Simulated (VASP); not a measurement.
Rb3Ba: single point with PBE

Crystal: Rb3Ba.

```
Rb Ba
1.0
     0.00000    5.51443    5.51443
     5.51443    0.00000    5.51443
     5.51443    5.51443    0.00000
Rb Ba
3 1
Direct
  0.25000 0.25000 0.25000
  0.75000 0.75000 0.75000
  0.50000 0.50000 0.50000
  0.00000 0.00000 0.00000
```

```
Program                : VASP 6.6.1
Task                   : single point
Functional             : PBE
Potentials or basis    : VASP PAW PBE potentials, release 64 (Rb_sv, Ba_sv)
Cutoff                 : 520 eV
k mesh                 : 2 × 2 × 2
Occupations            : methfessel-paxton, width 0.015 eV
Spin                   : no spin polarisation
Dipole correction      : no
Further INCAR settings : ALGO = Normal; EDIFF = 1e-07; NBANDS = 26
```

* Pressure: -0.2 GPa

Levels at points of the mesh, in eV from the Fermi level:
```tsv
k point	band 15	band 16	band 17	band 18	band 19	band 20	band 21	band 22
(0.00, 0.00, 0.00)	-12.47	-12.47	-2.08	0.60	0.60	0.65	0.65	0.65
(0.50, 0.00, 0.00)	-12.48	-12.48	-1.12	-0.78	0.58	0.58	0.72	1.08
(0.50, 0.50, 0.00)	-12.48	-12.48	-0.78	-0.49	-0.05	0.00	0.92	0.92
```

Wall time 31 s on 1 thread of Intel(R) Xeon(R) 6975P-C (Granite Rapids), with other jobs on the host, peak memory 0.46 GiB.

Caveat: the k points lie up to 0.49 Å⁻¹ apart; spin-orbit coupling is left out, which moves the levels of the heavy elements.
